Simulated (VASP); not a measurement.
Set up this calculation in VASP 6.6.1, as the native input.

| Property | Result |
| --- | --- |
| Task | single point |
| Functional | PBE |
| Dispersion | D3(BJ) |
| Potentials or basis | VASP PAW PBE potentials, release 64 (Hg) |
| Cutoff | 520 eV |
| k mesh | 18 × 18 × 6 |
| Occupations | gaussian, width 0.1 eV |
| Spin | no spin polarisation |
| Dipole correction | no |
| Further INCAR settings | ALGO = Fast; EDIFF = 1e-07; NBANDS = 32 |

The structure of Hg lies in POSCAR:

```
Hg
1.0
    2.7310363176      0.0000000000      0.0000000000
   -1.3655181588      2.3651468297      0.0000000000
    0.0000000000      0.0000000000      9.1350391854
Hg
4
Direct
    0.0000000000      0.0000000000      0.0000000000
    0.3333333333      0.6666666667      0.2500000000
    0.0000000000      0.0000000000      0.5000000000
    0.6666666667      0.3333333333      0.7500000000
```

These files were run (other wordings do the same):

INCAR

```
SYSTEM = Hg
  PREC = Accurate
  ENCUT = 520
  EDIFF = 1E-7
  ISMEAR = 0
  SIGMA = 0.1
  LREAL = .False.
  LASPH = .True.
  NELM = 100
  ALGO = Fast
  ISIF = 2
  LWAVE = .False.
  LCHARG = .False.
  GGA = PE
  IVDW = 12
  NBANDS = 32
```

KPOINTS

```
Automatic mesh
0
Gamma
  18 18 6
  0 0 0
```

Potentials or basis: VASP PAW PBE potentials, release 64 (Hg).

Command:

```bash
$ cat potpaw_PBE.64/Hg/POTCAR > POTCAR
$ mpirun -np 1 vasp_std > vasp.out
```

Results of the run:

```yaml
Pressure: 94.2 GPa
Band_gap_on_the_k_mesh: zero (bands 24 and 25 overlap by 2.13 eV)
Dispersion_energy_per_atom: -0.719 eV
```

Caveat: the cell stands under pressure; spin-orbit coupling is left out, which moves the levels of the heavy elements.

Run time: 84 s on 1 thread of Intel(R) Xeon(R) 6975P-C (Granite Rapids), with other jobs on the host, peak memory 0.32 GiB.
